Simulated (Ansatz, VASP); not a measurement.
## One calculation of Li2Si2Au3, two programs

```
Li Si Au
1.0
     4.24000    0.00000    0.00000
     0.00000    4.24000    0.00000
     0.00000    0.00000    6.00000
Li Si Au
2 2 3
Direct
  0.50000 0.00000 0.75000
  0.00000 0.50000 0.25000
  0.00000 0.50000 0.75000
  0.50000 0.00000 0.25000
  0.50000 0.50000 0.50000
  0.50000 0.50000 0.00000
  0.00000 0.00000 0.50000
```

Alike in both runs: task relaxation of cell and atoms; functional PBE; k mesh 4 × 4 × 3; occupations gaussian, width 0.2 eV; no spin polarisation.

|  | VASP | Ansatz |
| --- | --- | --- |
| version | VASP 6.6.1 | Ansatz 0.2.0 |
| potentials or method | VASP PAW PBE potentials, release 64 (Li_sv, Si, Au), cutoff 600 eV | scalar-relativistic, plane waves, PAW |
| valence electrons in the cell | 47 | 71 |

```csv
,VASP,Ansatz,Ansatz less VASP
"gap on the k mesh at the Fermi level, each at its own relaxed structure (eV)",none,none,-
relaxed volume (Å³/atom),16.41,16.48,+0.068
relaxed cell length with the largest relative difference (Å),4.345,4.354,+0.0092
```

A gap of «none» marks a metal or a gap that the smearing closes. VASP's potentials hold 47 valence electrons a cell and Ansatz's 71, so a difference there can come from the potentials and not from the codes.

The k mesh is coarse, so the values compare programs but aren't converged. Neither program's run includes spin-orbit coupling. Noted on VASP's run: the cutoff is short for stress, so the pressure is rough.
